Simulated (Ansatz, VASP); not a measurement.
## Cl in VASP and in Ansatz

INCAR

```
SYSTEM = Cl
PREC     = Accurate       ! precision mode
ENCUT    = 520            ! plane-wave cutoff, eV
EDIFF    = 1E-7           ! SCF threshold, eV
ISMEAR   = -1             ! smearing method
SIGMA    = 0.05           ! smearing width, eV
LREAL    = .False.        ! projectors in reciprocal space
LASPH    = .True.         ! aspherical terms in the spheres
NELM     = 80             ! most SCF steps
ALGO     = Normal         ! electronic algorithm
ISIF     = 2              ! what is computed and relaxed
LWAVE    = .False.        ! write WAVECAR
LCHARG   = .False.        ! write CHGCAR
GGA      = RP             ! functional
NBANDS   = 22             ! bands
```

File KPOINTS:

```
Automatic mesh
0
Gamma
  6 6 3
  0 0 0
```

Contents of POSCAR:

```
Cl
1.0
    4.1262932749     -2.7310477914      0.0000000000
    4.1262932749      2.7310477914      0.0000000000
    0.0000000000      0.0000000000      9.5773107843
Cl
4
Direct
    0.9042803312      0.0957196688      0.0931923605
    0.5957196688      0.4042803312      0.5931923605
    0.0957196688      0.9042803312      0.9068076395
    0.4042803312      0.5957196688      0.4068076395
```

Input for Ansatz:

```yaml
crystal:
  lattice:
    - [4.1262932749, -2.7310477914, 0.0]
    - [4.1262932749, 2.7310477914, 0.0]
    - [0.0, 0.0, 9.5773107843]
  atoms:
    - { symbol: Cl, position: [0.9042803312, 0.0957196688, 0.0931923605] }
    - { symbol: Cl, position: [0.5957196688, 0.4042803312, 0.5931923605] }
    - { symbol: Cl, position: [0.0957196688, 0.9042803312, 0.9068076395] }
    - { symbol: Cl, position: [0.4042803312, 0.5957196688, 0.4068076395] }
hamiltonian:
  xc: rpbe
  pseudopotentials:
    kind: paw
    azcp:
      Cl: "pseudopotentials/Cl.paw.azcp"
basis:
  ecutwfc: 420
  fft_grid_basis: typed
kpoints:
  mp_grid: { grid: [6, 6, 3], shift: [0, 0, 0] }
magnetization:
  spin_polarized: false
scf:
  occupations: { method: fermi_dirac, width: 0.05 }
  lower_state_search: "off"
output:
  stress: true
```

Alike in both runs: task single point; functional RPBE; k mesh 6 × 6 × 3; occupations fermi-dirac, width 0.05 eV; no spin polarisation.

```csv
,VASP,Ansatz
version,VASP 6.6.1,Ansatz 0.2.0
potentials or method,"VASP PAW PBE potentials, release 64 (Cl), cutoff 520 eV","plane waves (420 eV) with PAW, scalar-relativistic"
valence electrons in the cell,28,28
```

|  | VASP | Ansatz | Ansatz less VASP |
| --- | --- | --- | --- |
| pressure (GPa) | -1.1 | -0.9 | +0.19 |
| traceless stress, the component that is largest in VASP (GPa) | -1.29 | -1.09 | +0.201 |

VASP's potentials were made for PBE, not for RPBE. With one functional, cell and mesh, what is left measures potentials, basis and numerics.
